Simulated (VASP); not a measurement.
A run of VASP 6.6.1:

The input POSCAR:

```
RbBr
1.0
    0.0000000000      3.4608261073      3.4608261073
    3.4608261073      0.0000000000      3.4608261073
    3.4608261073      3.4608261073      0.0000000000
Rb Br
1 1
Direct
    0.0000000000      0.0000000000      0.0000000000
    0.5000000000      0.5000000000      0.5000000000
```

The input INCAR.step1:

```
SYSTEM = RbBr
  PREC = Accurate
  ENCUT = 520
  EDIFF = 1E-5
  ISMEAR = 0
  SIGMA = 0.01
  LREAL = .False.
  LASPH = .True.
  NELM = 80
  ALGO = Normal
  ISIF = 2
  LWAVE = .True.
  GGA = PE
  NBANDS = 15
```

File INCAR.step2:

```
SYSTEM = RbBr
  PREC = Accurate
  ENCUT = 520
  EDIFF = 1E-6
  ISMEAR = 0
  SIGMA = 0.01
  LREAL = .False.
  LASPH = .True.
  NELM = 80
  ALGO = Normal
  ISIF = 2
  LWAVE = .False.
  LCHARG = .True.
  GGA = PE
  LHFCALC = .True.
  AEXX = 0.3
  HFSCREEN = 0.5
  PRECFOCK = Normal
  LELF = .True.
  LVHAR = .True.
  ISTART = 1
  NBANDS = 15
```

File KPOINTS:

```
Automatic mesh
0
Gamma
  4 4 4
  0 0 0
```

Potentials or basis: VASP PAW PBE potentials, release 64 (Rb_sv, Br).

Run with:

```console
$ cat potpaw_PBE.64/Rb_sv/POTCAR potpaw_PBE.64/Br/POTCAR > POTCAR
$ cp INCAR.step1 INCAR
$ mpirun -np 1 vasp_std > vasp.out
$ cp INCAR.step2 INCAR
$ mpirun -np 1 vasp_std > vasp.out
```

Hardware: 1 thread of Intel(R) Xeon(R) Platinum 8488C (Sapphire Rapids), on a shared host.

Question: How long does it take, and how much memory?

Answer: Wall time 6.4 min on 1 thread of Intel(R) Xeon(R) Platinum 8488C (Sapphire Rapids) (shared host), peak memory 0.32 GiB. Counts: k points 8.
